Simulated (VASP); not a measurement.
# C (P6_3/mmc) in VASP: further runs

Runs on C. Level: PBE+D3(BJ). Tasks: single point.

Program: VASP 6.6.1. These are calculated values, not measurements. Logs are shortened: lines on timing, memory, paths and dates and some standing lists are left out, and cuts for length are marked.

**1. The cell of the first run**

Symmetry: P6_3/mmc, No. 194, hexagonal system. The conventional cell has a = 2.268 Å, b = 2.268 Å, c = 6.469 Å, α = 90.00°, β = 90.00°, γ = 120.00°. C (site symmetry -6m2) has 3 C at 1.31 Å within 1.8 Å. C (site symmetry -6m2) has 3 C at 1.31 Å within 1.8 Å.

**2. Single point, PBE+D3(BJ) (strain -0.080 along x and y, -0.040 along z)**

INCAR

```
SYSTEM = C
ALGO     = Normal         ! electronic algorithm
EDIFF    = 1E-6           ! SCF threshold, eV
ENCUT    = 520            ! plane-wave cutoff, eV
GGA      = PE             ! functional
ISIF     = 2              ! what is computed and relaxed
ISMEAR   = 0              ! smearing method
IVDW     = 12             ! dispersion correction
LASPH    = .TRUE.         ! aspherical terms in the spheres
LCHARG   = .FALSE.        ! write CHGCAR
LREAL    = .FALSE.        ! projectors in reciprocal space
LWAVE    = .FALSE.        ! write WAVECAR
NBANDS   = 16             ! bands
NELM     = 100            ! most SCF steps
PREC     = Accurate       ! precision mode
SIGMA    = 0.15           ! smearing width, eV
```

KPOINTS

```
k-points
0
G
  24 24 8
  0 0 0
```

POSCAR

```
C
1.0
    2.2677812922      0.0000000000      0.0000000000
   -1.1338906461      1.9639562093      0.0000000000
    0.0000000000      0.0000000000      6.4688953255
C
4
Direct
    0.0000000000      0.0000000000      0.0025000000
    0.0000000000      0.0000000000      0.5025000000
    0.3333333333      0.6666666667      0.0025000000
    0.6666666667      0.3333333333      0.5025000000
```

Potentials or basis: VASP PAW PBE potentials, release 64 (C).

On the command line:

```
$ cat potpaw_PBE.64/C/POTCAR > POTCAR
$ mpirun -np 1 vasp_std > vasp.out
```

OUTCAR:

```text
SYSTEM = C
   EDIFF = 1E-6
   ENCUT = 520
   GGA = PE
   ISIF = 2
   ISMEAR = 0
   IVDW = 12
   LASPH = .TRUE.
   LREAL = .FALSE.
   NELM = 100
   PREC = Accurate
 IVDW          = 12

 ion  position               nearest neighbor table
   1  0.000  0.000  0.002-   3 1.31   3 1.31   3 1.31
   2  0.000  0.000  0.502-   4 1.31   4 1.31   4 1.31
   3  0.333  0.667  0.002-   1 1.31   1 1.31   1 1.31
   4  0.667  0.333  0.502-   2 1.31   2 1.31   2 1.31

  LATTYP: Found a hexagonal cell.
 ALAT       =     2.2677812922
 C/A-ratio  =     2.8525216906

  Lattice vectors:

 A1 = (   2.2677812922,   0.0000000000,   0.0000000000)
 A2 = (  -1.1338906461,   1.9639562093,   0.0000000000)
 A3 = (   0.0000000000,   0.0000000000,   6.4688953255)

Analysis of symmetry for initial positions (statically):
=====================================================================
 Subroutine PRICEL returns:
 Original cell was already a primitive cell.

 Routine SETGRP: Setting up the symmetry group for a
 hexagonal supercell.

 Subroutine GETGRP returns: Found 24 space group operations
 (whereof  6 operations were pure point group operations)
 out of a pool of 24 trial point group operations.

The static configuration has the point symmetry C_3v.
 The point group associated with its full space group is D_6h.

Analysis of symmetry for dynamics (positions and initial velocities):
=====================================================================
 Subroutine PRICEL returns:
 Original cell was already a primitive cell.

 Routine SETGRP: Setting up the symmetry group for a
 hexagonal supercell.

 Subroutine GETGRP returns: Found 24 space group operations
 (whereof  6 operations were pure point group operations)
 out of a pool of 24 trial point group operations.

The dynamic configuration has the point symmetry C_3v.
 The point group associated with its full space group is D_6h.

 Subroutine INISYM returns: Found 24 space group operations
 (whereof  6 operations are pure point group operations),
 and found     1 'primitive' translations

----------------------------------------------------------------------------------------

                                     Primitive cell

  volume of cell :      28.8113

  direct lattice vectors                    reciprocal lattice vectors
     2.267781292  0.000000000  0.000000000     0.440959630  0.254588161  0.000000000
    -1.133890646  1.963956209  0.000000000     0.000000000  0.509176322  0.000000000
     0.000000000  0.000000000  6.468895326     0.000000000  0.000000000  0.154585899

[... 92 lines left out ...]
   NFREE  =      0    steps in history (QN), initial steepest desc. (CG)
   ISIF   =      2    stress and relaxation
   ISYM   =      2    0-nonsym 1-usesym 2-fastsym
   POTIM  = 0.5000    time-step for ionic-motion
   TEBEG  =    0.0;   TEEND  =   0.0 temperature during run
   PSTRESS=    0.0 pullay stress
   NELECT =      16.0000    total number of electrons
   NUPDOWN=      -1.0000    fix difference up-down
   EMIN   =  10.00;   EMAX   =-10.00  energy-range for DOS
   EFERMI =   0.00;   METHOD = LEGACY
   ISMEAR =     0;   SIGMA  =   0.15  broadening in eV -4-tet -1-fermi 0-gaus
   EFERMI_NEDOS =   21; number of points for ismear=-14 and -15
   IALGO  =     38    algorithm
   IMIX   =      4    mixing-type and parameters
     AMIX     =   0.40;   BMIX     =  1.00
     AMIX_MAG =   1.60;   BMIX_MAG =  1.00
  volume/ion in A,a.u.               =       7.20        48.61
  Fermi-wavevector in a.u.,A,eV,Ry     =   1.345635  2.542881 24.636509  1.810732
  Thomas-Fermi vector in A             =   2.473532
   LORBIT       =      0    0 simple, 1 ext, 2 COOP (PROOUT), +10 PAW based schemes
   GGA     = PE    functional components
   LHFCALC =     F    Hartree Fock is set to
   AEXX    =    0.0000 exact exchange contribution
   IVDW    =    12    specifies the selected vdW correction
   LEPSILON=     F    determine dielectric tensor
   LRPA    =     F    only Hartree local field effects (RPA)
 non-spin polarized calculation
 Gauss-broadening in eV      SIGMA  =   0.15
  energy-cutoff  :      520.00
  volume of cell :       28.81
 maximum number of plane-waves:       792
 NGX is ok and might be reduce to    18
   NGX =  9   NGY =  9   NGZ = 25

 number of electron      15.9999996 magnetization

 Free energy of the ion-electron system (eV)
  ---------------------------------------------------
  ext. energy  EPLUGINS =         0.00000000
  ---------------------------------------------------
  free energy    TOTEN  =       -34.61051583 eV

  energy without entropy =      -34.60985526  energy(sigma->0) =      -34.61018555

 E-fermi :   6.6181     XC(G=0): -11.0944

 val. band max:        6.6177742871   @ k =   0.3333   0.3333   0.2500
 cond. band min:       6.6200090876   @ k =   0.3333   0.3333   0.5000
 fundamental gap:      0.0022348006
 Fermi energy:         6.6181362150

 k-point     1 :       0.0000    0.0000    0.0000
  band No.  band energies     occupation
      1     -15.1391      2.00000
      2     -14.7844      2.00000
      3      -3.8113      2.00000
      4      -1.6573      2.00000
      5       3.8150      2.00000
      6       3.8150      2.00000
[... 433 lines left out ...]
      3      -7.9111      2.00000
      4      -7.7012      2.00000
      5      -0.6020      2.00000
      6      -0.5459      2.00000
[... 8 lines left out ...]
     15      22.3116      0.00000
     16      23.2984      0.00000

 [... further k-points ...]

------------------------ aborting loop because EDIFF is reached ----------------------------------------

 Edisp (eV)   -0.59630

 E8    (eV) :    -0.1698

  FORCE on cell =-STRESS in cart. coord.  units (eV):
  Direction    XX          YY          ZZ          XY          YZ          ZX
  --------------------------------------------------------------------------------------
  -------------------------------------------------------------------------------------
  Total      27.46462    27.46462     0.20517     0.00000    -0.00000     0.00000
  in kB    1527.28841  1527.28841    11.40948     0.00000    -0.00000     0.00000
  external pressure =     1022.00 kB  Pullay stress =        0.00 kB

 VOLUME and BASIS-vectors are now :
 -----------------------------------------------------------------------------
  energy-cutoff  :      520.00
  volume of cell :       28.81
      direct lattice vectors                 reciprocal lattice vectors
     2.267781292  0.000000000  0.000000000     0.440959630  0.254588161  0.000000000
    -1.133890646  1.963956209  0.000000000     0.000000000  0.509176322  0.000000000
     0.000000000  0.000000000  6.468895326     0.000000000  0.000000000  0.154585899

 POSITION                                       TOTAL-FORCE (eV/Angst)
 -----------------------------------------------------------------------------------
      0.00000      0.00000      0.01617         0.000000     -0.000000      0.000000
      0.00000      0.00000      3.25062        -0.000000      0.000000      0.000000
     -0.00000      1.30930      0.01617        -0.000000      0.000000     -0.000000
      1.13389      0.65465      3.25062         0.000000     -0.000000     -0.000000
 -----------------------------------------------------------------------------------
    total drift:                                0.000000      0.000000     -0.000030

  FREE ENERGIE OF THE ION-ELECTRON SYSTEM (eV)
  ---------------------------------------------------
  free  energy   TOTEN  =       -35.2068163037 eV

  energy  without entropy=      -35.2061557301  energy(sigma->0) =      -35.20648602
```

OSZICAR:

```text
N       E                     dE             d eps       ncg     rms          rms(c)
DAV:   1     0.332086024837E+02    0.33209E+02   -0.84281E+03  9768   0.961E+02
DAV:   2    -0.370582021229E+02   -0.70267E+02   -0.64375E+02 13888   0.198E+02
DAV:   3    -0.393492017315E+02   -0.22910E+01   -0.22825E+01 12288   0.326E+01
DAV:   4    -0.393636502558E+02   -0.14449E-01   -0.14446E-01 12464   0.319E+00
DAV:   5    -0.393638265052E+02   -0.17625E-03   -0.17625E-03 12144   0.330E-01    0.121E+01
DAV:   6    -0.357146059869E+02    0.36492E+01   -0.23374E+00 11232   0.104E+01    0.711E+00
DAV:   7    -0.345956408104E+02    0.11190E+01   -0.28303E+00 11832   0.116E+01    0.245E+00
DAV:   8    -0.346172185304E+02   -0.21578E-01   -0.15375E-01 11192   0.246E+00    0.101E+00
DAV:   9    -0.346103485313E+02    0.68700E-02   -0.81843E-03 11392   0.671E-01    0.222E-01
DAV:  10    -0.346105110572E+02   -0.16253E-03   -0.12895E-03 12048   0.251E-01    0.163E-01
DAV:  11    -0.346105141642E+02   -0.31069E-05   -0.46840E-05 11416   0.502E-02    0.554E-03
DAV:  12    -0.346105158834E+02   -0.17192E-05   -0.21907E-06 11672   0.108E-02    0.130E-02
DAV:  13    -0.346105158322E+02    0.51166E-07   -0.28485E-07  8680   0.433E-03
   1 F= -.35206816E+02 E0= -.35206486E+02  d E =-.660574E-03
```

stdout:

```text
POSCAR found type information on POSCAR C
 POSCAR found :  1 types and       4 ions
 scaLAPACK will be used
 LDA part: xc-table for (Slater+PW92), standard interpolation
 POSCAR, INCAR and KPOINTS ok, starting setup
 FFT: planning ... GRIDC
 FFT: planning ... GRID_SOFT
 FFT: planning ... GRID
 WAVECAR not read
 entering main loop
```

It took 46 s on 1 thread of Intel Xeon 6975P-C (Granite Rapids), shared host; peak memory 0.23 GiB.

What came out:

```
Free energy                : -35.2068 eV
Pressure                   : 102.2 GPa
Band gap on the k mesh     : zero (band 8 reaches 6.63 eV, above the bottom of band 9 at 6.60 eV)
Dispersion energy per atom : -0.149 eV
```

Levels at points of the mesh, in eV from the Fermi level:
```
           k point  band 4  band 5  band 6  band 7  band 8  band 9  band 10  band 11  band 12  band 13
(0.00, 0.00, 0.00)   -8.28   -2.80   -2.80   -2.79   -2.79    3.55    10.13    10.13    10.18    10.18
(0.50, 0.00, 0.00)  -14.85   -7.08   -7.03   -3.33   -2.58    1.53     2.40     9.83    10.31    11.94
(0.00, 0.00, 0.50)   -9.46   -2.79   -2.79   -2.79   -2.79    6.45     6.45    10.15    10.15    10.15
(0.50, 0.00, 0.50)  -14.93   -7.05   -7.05   -2.88   -2.88    1.73     1.73    10.06    10.06    13.81
```

Caveat: the cell differs from its parent crystal (strain -0.080 along x and y, -0.040 along z); pairwise dispersion overbinds metals, which lowers pressure and volume.

**3. Single point, PBE+D3(BJ) (strain -0.080 along x and y, +0.000 along z)**

INCAR

```
  PREC = Accurate
  ENCUT = 520
  EDIFF = 1E-6
  ISMEAR = 0
  SIGMA = 0.15
  LREAL = F
  LASPH = T
  NELM = 80
  ALGO = Normal
  ISIF = 2
  LWAVE = F
  LCHARG = F
  GGA = PE
  IVDW = 12
  NBANDS = 16
```

KPOINTS

```
regular mesh
0
Gamma
  24 24 8
```

Changes to POSCAR since step 2:

```diff
@@ -4,3 +4,3 @@
    -1.1338906461      1.9639562093      0.0000000000
-    0.0000000000      0.0000000000      6.4688953255
+    0.0000000000      0.0000000000      6.7384326307
 C
```

Potentials or basis: VASP PAW PBE potentials, release 64 (C).

On the command line:

```
$ cat potpaw_PBE.64/C/POTCAR > POTCAR
$ mpirun -np 1 vasp_std > vasp.out
```

Wall time 50 s (1 thread of Intel Xeon 6975P-C (Granite Rapids), shared host); peak memory 0.23 GiB.

Results (log left out):

```yaml
Free_energy: -35.2097 eV
Pressure: 97.8 GPa
Band_gap_on_the_k_mesh: zero (band 8 reaches 6.24 eV, above the bottom of band 9 at 6.22 eV)
Dispersion_energy_per_atom: -0.142 eV
```

Stress tensor (GPa, compression positive):
```
146.97   0.00   0.00
  0.00 146.97   0.00
  0.00   0.00  -0.62
```

Levels at points of the mesh, in eV from the Fermi level:
```
           k point  band 4  band 5  band 6  band 7  band 8  band 9  band 10  band 11  band 12  band 13
(0.00, 0.00, 0.00)   -8.52   -2.82   -2.82   -2.81   -2.81    3.20     9.49    10.12    10.12    10.16
(0.50, 0.00, 0.00)  -14.89   -7.09   -7.05   -3.23   -2.63    1.52     2.26     9.88    10.23    11.73
(0.00, 0.00, 0.50)   -9.46   -2.81   -2.81   -2.81   -2.81    5.76     5.76    10.14    10.14    10.14
(0.50, 0.00, 0.50)  -14.94   -7.07   -7.07   -2.89   -2.89    1.73     1.73    10.05    10.05    13.47
```

Caveat: the cell differs from its parent crystal (strain -0.080 along x and y, +0.000 along z); pairwise dispersion overbinds metals, which lowers pressure and volume.
